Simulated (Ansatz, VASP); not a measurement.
# Two plane-wave programs on Pt

```
Pt
1.0
    -1.58422    1.58422    1.58422
     1.58422   -1.58422    1.58422
     1.58422    1.58422   -1.58422
Pt
1
Direct
  0.00000 0.00000 0.00000
```

Alike in both runs: task single point; functional LDA; k mesh 10 × 10 × 10; occupations fermi-dirac, width 0.01 eV; no spin polarisation.

|  | VASP | Ansatz |
| --- | --- | --- |
| version | VASP 6.6.1 | Ansatz 0.2.0 |
| potentials or method | VASP PAW LDA potentials, release 64 (Pt) | plane waves, PAW |
| plane-wave cutoff (eV) | 500 | 420 |
| valence electrons in the cell | 10 | 18 |

Ansatz gave:

* pressure (GPa): -15.9

Task: Estimate VASP's values.

Result: Pressure (GPa): -15.4.

LDA's correlation is that of Perdew and Zunger in VASP and of Perdew and Wang (1992) in Ansatz. VASP's potentials hold 10 valence electrons a cell and Ansatz's 18, so a difference there can come from the potentials and not from the codes. Ansatz's warnings: stress scf threshold loose.

Neither program's run includes spin-orbit coupling.
